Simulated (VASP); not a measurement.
# Si in VASP: notebook, part 2 of 2

VASP 6.6.1. The steps go on from the part before.

## (5) Single point, PBE

This run uses another cell than the first one, of 20.77 Å³/atom, 1.030 times its volume.

The input, INCAR:

```
SYSTEM = Si
PREC     = Accurate       ! precision mode
ENCUT    = 520            ! plane-wave cutoff, eV
EDIFF    = 1E-6           ! SCF threshold, eV
ISMEAR   = 0              ! smearing method
SIGMA    = 0.01           ! smearing width, eV
LREAL    = .False.        ! projectors in reciprocal space
LASPH    = .True.         ! aspherical terms in the spheres
NELM     = 100            ! most SCF steps
ALGO     = Normal         ! electronic algorithm
ISIF     = 2              ! what is computed and relaxed
LWAVE    = .False.        ! write WAVECAR
LCHARG   = .False.        ! write CHGCAR
GGA      = PE             ! functional
NBANDS   = 11             ! bands
```

The input, KPOINTS:

```
Automatic mesh
0
Gamma
  10 10 10
  0 0 0
```

The input, POSCAR:

```
Si
1.0
    0.0000000000      2.7487841527      2.7487841527
    2.7487841527      0.0000000000      2.7487841527
    2.7487841527      2.7487841527      0.0000000000
Si
2
Direct
    0.0000000000      0.0000000000      0.0000000000
    0.2500000000      0.2500000000      0.2500000000
```

Potentials or basis: VASP PAW PBE potentials, release 64 (Si).

On the command line:

```
$ cat potpaw_PBE.64/Si/POTCAR > POTCAR
$ mpirun -np 1 vasp_std > vasp.out
```

OUTCAR:

```text
SYSTEM = Si
   PREC = Accurate
   ENCUT = 520
   EDIFF = 1E-6
   ISMEAR = 0
   LREAL = .False.
   LASPH = .True.
   NELM = 100
   ISIF = 2
   GGA = PE

 ion  position               nearest neighbor table
   1  0.000  0.000  0.000-   2 2.38   2 2.38   2 2.38   2 2.38
   2  0.250  0.250  0.250-   1 2.38   1 2.38   1 2.38   1 2.38

  LATTYP: Found a face centered cubic cell.
 ALAT       =     5.4975683054

  Lattice vectors:

 A1 = (   0.0000000000,   2.7487841527,   2.7487841527)
 A2 = (   2.7487841527,   0.0000000000,   2.7487841527)
 A3 = (   2.7487841527,   2.7487841527,   0.0000000000)

Analysis of symmetry for initial positions (statically):
=====================================================================
 Subroutine PRICEL returns:
 Original cell was already a primitive cell.

 Routine SETGRP: Setting up the symmetry group for a
 face centered cubic supercell.

 Subroutine GETGRP returns: Found 48 space group operations
 (whereof 24 operations were pure point group operations)
 out of a pool of 48 trial point group operations.

The static configuration has the point symmetry T_d .
 The point group associated with its full space group is O_h .
[... 174 lines left out ...]
      3       5.4605      2.00000
      4       5.4605      2.00000
      5       8.0105      0.00000
      6       8.0105      0.00000
      7       8.0105      0.00000
      8       8.4158      0.00000
      9      13.1612      0.00000
     10      13.1612      0.00000
     11      13.2764      0.00000
[... 309 lines left out ...]
 k-point    24 :       0.4000    0.3000    0.0000
  band No.  band energies     occupation
      1      -4.1553      2.00000
      2       0.0861      2.00000
      3       2.7113      2.00000
      4       3.1123      2.00000
      5       6.5559      0.00000
      6       7.7397      0.00000
      7      12.2391      0.00000
      8      12.3983      0.00000
      9      15.8233      0.00000
     10      15.8293      0.00000
     11      17.3750      0.00000

 [... further k-points ...]

------------------------ aborting loop because EDIFF is reached ----------------------------------------

  FORCE on cell =-STRESS in cart. coord.  units (eV):
  Direction    XX          YY          ZZ          XY          YZ          ZX
  --------------------------------------------------------------------------------------
  -------------------------------------------------------------------------------------
  Total       -0.3521497     -0.3521497     -0.3521497      0.0000000     -0.0000000     -0.0000000
  in kB      -13.5826953    -13.5826953    -13.5826953      0.0000000     -0.0000000     -0.0000000
  external PRESSURE =     -13.5826953 kB  Pullay stress =       0.0000000 kB

 VOLUME and BASIS-vectors are now :
 -----------------------------------------------------------------------------
  energy-cutoff  :      520.00
  volume of cell :       41.54
      direct lattice vectors                 reciprocal lattice vectors
     0.000000000  2.748784153  2.748784153    -0.181898604  0.181898604  0.181898604
     2.748784153  0.000000000  2.748784153     0.181898604 -0.181898604  0.181898604
     2.748784153  2.748784153  0.000000000     0.181898604  0.181898604 -0.181898604

 POSITION                                       TOTAL-FORCE (eV/Angst)
 -----------------------------------------------------------------------------------
      0.00000      0.00000      0.00000         0.000000      0.000000      0.000000
      1.37439      1.37439      1.37439        -0.000000     -0.000000     -0.000000
 -----------------------------------------------------------------------------------
    total drift:                               -0.000000     -0.000000     -0.000000

  FREE ENERGIE OF THE ION-ELECTRON SYSTEM (eV)
  ---------------------------------------------------
  free  energy   TOTEN  =       -10.8464198022 eV

  energy  without entropy=      -10.8464198022  energy(sigma->0) =      -10.84641980
```

stdout:

```text
POSCAR found type information on POSCAR Si
 POSCAR found :  1 types and       2 ions
 scaLAPACK will be used
 LDA part: xc-table for (Slater+PW92), standard interpolation
 POSCAR, INCAR and KPOINTS ok, starting setup
 FFT: planning ... GRIDC
 FFT: planning ... GRID_SOFT
 FFT: planning ... GRID
 WAVECAR not read
 entering main loop
```

It took 10 s on 1 thread of AMD EPYC 9R45 (Zen 5), shared host; peak memory 0.13 GiB.

What came out:

* Free energy: -10.8464 eV
* Pressure: -1.4 GPa
* Band gap on the k mesh: 0.64 eV, indirect (least direct gap 2.55 eV)

Levels at points of the mesh, in eV from the valence-band top:
```
           k point  band 1  band 2  band 3  band 4  band 5  band 6  band 7  band 8
(0.00, 0.00, 0.00)  -11.71    0.00    0.00    0.00    2.55    2.55    2.55    2.96
(0.50, 0.00, 0.00)   -9.47   -6.80   -1.16   -1.16    1.41    3.36    3.36    7.68
(0.50, 0.50, 0.00)   -7.70   -7.70   -2.75   -2.75    0.78    0.78    9.80    9.80
```

## (6) Single point, PBE

This run uses another cell than the first one, of 20.36 Å³/atom, 1.010 times its volume.

The input, INCAR:

```
ALGO     = Normal         # electronic algorithm
EDIFF    = 1E-6           # SCF threshold, eV
ENCUT    = 520            # plane-wave cutoff, eV
GGA      = PE             # functional
ISIF     = 2              # what is computed and relaxed
ISMEAR   = 0              # smearing method
LASPH    = True           # aspherical terms in the spheres
LCHARG   = False          # write CHGCAR
LREAL    = False          # projectors in reciprocal space
LWAVE    = False          # write WAVECAR
NBANDS   = 11             # bands
NELM     = 100            # most SCF steps
PREC     = Accurate       # precision mode
SIGMA    = 0.01           # smearing width, eV
```

The input, KPOINTS:

```
k-points
0
Gamma
  10 10 10
```

The input, POSCAR:

```
Si
1.0
    0.0000000000      2.7351086096      2.7214330666
    2.7351086096      0.0000000000      2.7214330666
    2.7351086096      2.7351086096      0.0000000000
Si
2
Direct
    0.0000000000      0.0000000000      0.0000000000
    0.2500000000      0.2500000000      0.2500000000
```

Potentials or basis: VASP PAW PBE potentials, release 64 (Si).

On the command line:

```
$ cat potpaw_PBE.64/Si/POTCAR > POTCAR
$ mpirun -np 1 vasp_std > vasp.out
```

Run time: 20 s. Hardware: 1 thread of AMD EPYC 9R45 (Zen 5), shared host; peak memory 0.15 GiB.

The run converged. Its results:

```
Free energy            : -10.8488 eV
Pressure               : 0.4 GPa
Band gap on the k mesh : 0.56 eV, indirect (least direct gap 2.52 eV)
```

Stress tensor (GPa, compression positive):
```
0.21 0.00 0.00
0.00 0.21 0.00
0.00 0.00 0.69
```

Levels at points of the mesh, in eV from the valence-band top:
| k point | band 2 | band 3 | band 4 | band 5 | band 6 | band 7 |
| --- | --- | --- | --- | --- | --- | --- |
| (0.00, 0.00, 0.00) | -0.03 | -0.03 | 0.00 | 2.52 | 2.54 | 2.54 |
| (0.50, 0.00, 0.00) | -6.91 | -1.23 | -1.18 | 1.46 | 3.31 | 3.34 |
| (0.50, 0.50, 0.00) | -7.76 | -2.85 | -2.85 | 0.69 | 0.69 | 9.94 |
| (0.50, 0.00, 0.50) | -7.79 | -2.82 | -2.82 | 0.73 | 0.73 | 9.95 |

A k mesh can miss the band edges. PBE gaps usually lie below the measured ones, often by a third to a half.

## (7) Summary

| cell | gap on the mesh (eV) | pressure (GPa) |
| --- | --- | --- |
| a = 3.849 Å, angles 60.0°, 2 atoms | 0.59 | 1.3 |
| a = 3.868 Å, angles 60.0°, 2 atoms | 0.62 | -0.1 |
| a = 3.887 Å, angles 60.0°, 2 atoms | 0.64 | -1.4 |
| a = 3.858, b = 3.858, c = 3.868 Å, angles 59.9, 59.9, 60.2°, 2 atoms | 0.56 | 0.4 |

Alike in all rows: task single point; level PBE; potentials or basis VASP PAW PBE potentials, release 64 (Si); no spin polarisation; k mesh 10 × 10 × 10; cutoff (eV) 520; smearing gaussian 0.01 eV.

Total energies depend on the potentials used, so only differences within one code and one set of settings carry meaning.
